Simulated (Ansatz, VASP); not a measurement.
## TaN: VASP beside Ansatz

Contents of INCAR:

```
ALGO = Normal ; EDIFF = 1E-8
ENCUT = 520 ; GGA = CA
GGA_COMPAT = F ; ISIF = 2
ISMEAR = -1 ; LASPH = T
LCHARG = F ; LEFG = T
LREAL = F ; LWAVE = F
NBANDS = 15 ; NELM = 120
PREC = Accurate ; SIGMA = 0.02
```

Contents of KPOINTS:

```
k-points
0
Gamma
  9 9 9
```

Contents of POSCAR:

```
TaN
1.0
    0.0000000000      2.1495504440      2.1495504440
    2.1495504440      0.0000000000      2.1495504440
    2.1495504440      2.1495504440      0.0000000000
Ta N
1 1
Direct
    0.5000000000      0.5000000000      0.5000000000
    0.0000000000      0.0000000000      0.0000000000
```

Input for Ansatz:

```yaml
crystal:
  lattice:
    - [0.0, 2.149550444, 2.149550444]
    - [2.149550444, 0.0, 2.149550444]
    - [2.149550444, 2.149550444, 0.0]
  atoms:
    - { symbol: Ta, position: [0.5, 0.5, 0.5] }
    - { symbol: "N", position: [0.0, 0.0, 0.0] }
kpoints:
  mp_grid: { grid: [9, 9, 9] }
scf:
  occupations: { method: fermi_dirac, width: 0.02 }
hamiltonian:
  xc: lda
  pseudopotentials: { kind: paw }
output:
  forces: true
  stress: true
  eigenvalues: true
  efg: { contact_densities: true }
```

Change from the starting cell: functional lda, volume scaled by 0.96, PAW files.

Alike in both runs: task electric field gradients; functional LDA; k mesh 9 × 9 × 9; occupations fermi-dirac, width 0.02 eV; no spin polarisation.

|  | VASP | Ansatz |
| --- | --- | --- |
| version | VASP 6.6.1 | Ansatz 0.2.0 |
| potentials or method | VASP PAW LDA potentials, release 64 (Ta_pv, N) | PAW with Ansatz's default frozen-core files, scalar-relativistic |
| plane-wave cutoff (eV) | 520 | 420 |
| valence electrons in the cell | 16 | 18 |

Ansatz gave:

- pressure (GPa): 13.7

Estimate VASP's values.

pressure (GPa): 16.1.

LDA's correlation is that of Perdew and Zunger in VASP and of Perdew and Wang (1992) in Ansatz. VASP's potentials hold 16 valence electrons a cell and Ansatz's 18, so a difference there can come from the potentials and not from the codes.

Neither program's run includes spin-orbit coupling.
